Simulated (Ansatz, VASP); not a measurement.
CdSe: VASP beside Ansatz

The input POSCAR:

```
CdSe
1.0
    3.5331017334      0.0000000000      0.0000000000
    0.0000000000      3.5331017334      0.0000000000
    0.0000000000      0.0000000000      3.5331017334
Cd Se
1 1
Direct
    0.0000000000      0.0000000000      0.0000000000
    0.5000000000      0.5000000000      0.5000000000
```

Contents of INCAR.step1:

```
SYSTEM = CdSe
PREC     = Accurate       ! precision mode
ENCUT    = 520            ! plane-wave cutoff, eV
EDIFF    = 1E-5           ! SCF threshold, eV
ISMEAR   = -1             ! smearing method
SIGMA    = 0.02           ! smearing width, eV
LREAL    = .FALSE.        ! projectors in reciprocal space
LASPH    = .TRUE.         ! aspherical terms in the spheres
NELM     = 80             ! most SCF steps
ALGO     = Normal         ! electronic algorithm
ISIF     = 2              ! what is computed and relaxed
LWAVE    = .TRUE.         ! write WAVECAR
LCHARG   = .FALSE.        ! write CHGCAR
NBANDS   = 16             ! bands
GGA      = PE             ! functional
```

The input INCAR.step2:

```
SYSTEM = CdSe
PREC     = Accurate       ! precision mode
ENCUT    = 520            ! plane-wave cutoff, eV
EDIFF    = 1E-6           ! SCF threshold, eV
ISMEAR   = -1             ! smearing method
SIGMA    = 0.02           ! smearing width, eV
LREAL    = .FALSE.        ! projectors in reciprocal space
LASPH    = .TRUE.         ! aspherical terms in the spheres
NELM     = 80             ! most SCF steps
ALGO     = Normal         ! electronic algorithm
ISIF     = 2              ! what is computed and relaxed
LWAVE    = .FALSE.        ! write WAVECAR
LCHARG   = .FALSE.        ! write CHGCAR
GGA      = PE             ! functional
LHFCALC  = .TRUE.         ! exact exchange
AEXX     = 0.4            ! exact-exchange fraction
PRECFOCK = Normal       
NBANDS   = 16             ! bands
ISTART   = 1
```

Contents of KPOINTS:

```
Automatic mesh
0
G
  4 4 4
  0 0 0
```

Input for Ansatz:

```yaml
crystal:
  lattice:
    - [3.5331017334, 0.0, 0.0]
    - [0.0, 3.5331017334, 0.0]
    - [0.0, 0.0, 3.5331017334]
  atoms:
    - { symbol: Cd, position: [0.0, 0.0, 0.0] }
    - { symbol: Se, position: [0.5, 0.5, 0.5] }
kpoints:
  mp_grid: { grid: [4, 4, 4] }
hamiltonian:
  xc: { exchange: pbe, correlation: pbe, exx: { coeff: 0.4 } }
scf:
  occupations: { method: fermi_dirac, width: 0.02 }
  n_extra_bands: 4
output:
  forces: true
  stress: true
  eigenvalues: true
```

Alike in both runs: task single point; functional PBE-based global hybrid with a share of 0.4 of exact exchange; k mesh 4 × 4 × 4; occupations fermi-dirac, width 0.02 eV; no spin polarisation.

|  | VASP | Ansatz |
| --- | --- | --- |
| version | VASP 6.6.1 | Ansatz 0.2.0 |
| potentials or method | VASP PAW PBE potentials, release 64 (Cd, Se) | plane waves |
| plane-wave cutoff (eV) | 520 | 420 |
| valence electrons in the cell | 18 | 36 |

|  | VASP | Ansatz | Ansatz less VASP |
| --- | --- | --- | --- |
| pressure (GPa) | -1.7 | -0.2 | +1.49 |

VASP's potentials were made for PBE, not for PBE-based global hybrid. VASP's potentials hold 18 valence electrons a cell and Ansatz's 36, so a difference there can come from the potentials and not from the codes. Ansatz's warnings: filled band counts differ across k points, stress exchange threshold loose, stress scf threshold loose.

The k mesh is coarse, so the values compare programs but aren't converged.
